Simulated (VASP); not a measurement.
**F: single point with PBEsol**

F:

```
CELL_PARAMETERS angstrom
3.23585 -1.74428 -0.24958
3.23585 1.74428 -0.24958
-2.46768 0.00000 6.99969
ATOMIC_POSITIONS crystal
F 0.08485 0.08485 0.09400
F 0.91515 0.91515 0.90600
F 0.50157 0.50157 0.59372
F 0.49843 0.49843 0.40628
```

```json
{
  "Program": "VASP 6.6.1",
  "Task": "single point",
  "Functional": "PBEsol",
  "Potentials or basis": "VASP PAW PBE potentials, release 64 (F)",
  "Cutoff": "520 eV",
  "k mesh": "4 × 4 × 2",
  "Occupations": "gaussian, width 0.05 eV",
  "Spin": "no spin polarisation"
}
```

| Item | Value |
| --- | --- |
| Pressure | 1.7 GPa |
| Largest force | 1.126 eV/Å |
| Band gap on the k mesh | 3.24 eV, indirect (least direct gap 3.34 eV) |

Forces on the atoms (eV/Å):
```
F    0.521  0.000  0.994
F   -0.521  0.000 -0.994
F   -0.357  0.000  1.068
F    0.357  0.000 -1.068
```

Stress tensor (GPa, compression positive):
```
 0.49  0.00  0.35
 0.00 -0.50  0.00
 0.35  0.00  5.11
```

Levels at points of the mesh, in eV from the valence-band top:
```
           k point  band 11  band 12  band 13  band 14  band 15  band 16  band 17  band 18
(0.00, 0.00, 0.00)    -0.38    -0.17    -0.14    -0.10     3.24     3.96     8.52    11.04
(0.50, 0.00, 0.00)    -0.38    -0.32    -0.30    -0.19     3.64     3.71    12.43    12.56
(0.50, 0.50, 0.00)    -0.33    -0.27    -0.18     0.00     3.59     3.68    12.57    12.60
(0.00, 0.00, 0.50)    -0.32    -0.22    -0.17    -0.10     3.54     3.61     9.41     9.42
(0.50, 0.00, 0.50)    -0.50    -0.36    -0.21    -0.07     3.49     3.84    12.35    13.14
(0.50, 0.50, 0.50)    -0.35    -0.25    -0.16    -0.10     3.62     3.70    12.08    12.21
```

Run time: 47 s on 1 thread of AMD EPYC 7R13, on a shared host, peak memory 0.18 GiB.

Caveat: the k points lie up to 0.52 Å⁻¹ apart; the PAW data sets were made with another functional, which shifts forces and pressure a little. A k mesh can miss the band edges.
